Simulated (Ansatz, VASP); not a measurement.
Co: VASP beside Ansatz

INCAR

```
  PREC = Accurate
  ENCUT = 520
  EDIFF = 1E-7
  ISMEAR = -1
  SIGMA = 0.05
  LREAL = False
  LASPH = True
  NELM = 150
  ALGO = Normal
  ISIF = 2
  LWAVE = False
  LCHARG = False
  ISPIN = 2
  MAGMOM = 2 2
  LORBIT = 11
  LMAXMIX = 4
  NBANDS = 20
```

Contents of KPOINTS:

```
Automatic mesh
0
Gamma
  17 17 9
```

Contents of POSCAR:

```
Co
1.0
    2.4953926951      0.0000000000      0.0000000000
   -1.2476963476      2.1610734664      0.0000000000
    0.0000000000      0.0000000000      4.0317541369
Co
2
Direct
    0.3333333333      0.6666666667      0.2500000000
    0.6666666667      0.3333333333      0.7500000000
```

Input for Ansatz:

```yaml
crystal:
  lattice:
    - [2.4953926951, 0.0, 0.0]
    - [-1.2476963476, 2.1610734664, 0.0]
    - [0.0, 0.0, 4.0317541369]
  atoms:
    - { symbol: Co, position: [0.3333333333, 0.6666666667, 0.25], spin: 2.0 }
    - { symbol: Co, position: [0.6666666667, 0.3333333333, 0.75], spin: 2.0 }
magnetization:
  spin_polarized: true
kpoints:
  mp_grid: { grid: [17, 17, 9] }
  band_path:
    path:
      - [0.0, 0.0, 0.0]
      - [0.5, 0.0, 0.0]
      - [0.3333333333, 0.3333333333, 0.0]
      - [0.0, 0.0, 0.0]
      - [0.0, 0.0, 0.5]
      - [0.5, 0.0, 0.5]
      - [0.3333333333, 0.3333333333, 0.5]
      - [0.0, 0.0, 0.5]
      - [0.5, 0.0, 0.5]
    npoints: 5
scf:
  occupations: { method: fermi_dirac, width: 0.05 }
hamiltonian:
  xc: lda
  pseudopotentials: { kind: all_electron, lapw: { basis_error: 0.00025 } }
output:
  forces: true
  stress: true
  eigenvalues: true
```

Alike in both runs: task single point; functional LDA; k mesh 17 × 17 × 9; occupations fermi-dirac, width 0.05 eV; collinear spin.

|  | VASP | Ansatz |
| --- | --- | --- |
| version | VASP 6.6.1 | Ansatz 0.2.0 |
| potentials or method | VASP PAW LDA potentials, release 64 (Co), cutoff 520 eV | all-electron LAPW, scalar-relativistic |

Ansatz gave:

| Quantity | Value |
| --- | --- |
| pressure (GPa) | -18.4 |
| traceless stress, the component that is largest in VASP (GPa) | -0.40 |
| net moment per atom (μB) | 1.59 |
| size of the moment on the site where the two differ most (μB) | 1.63 |

Problem. What did VASP give for the same quantities?

Solution. Pressure (GPa): -19.1; traceless stress, the component that is largest in VASP (GPa): -0.42; net moment per atom (μB): 1.56; size of the moment on the site where the two differ most (μB): 1.56.

LDA's correlation is that of Perdew and Zunger in VASP and of Perdew and Wang (1992) in Ansatz. Site moments also hang on the region over which each program counts them. Ansatz ran all-electron here, and VASP with PAW potentials.
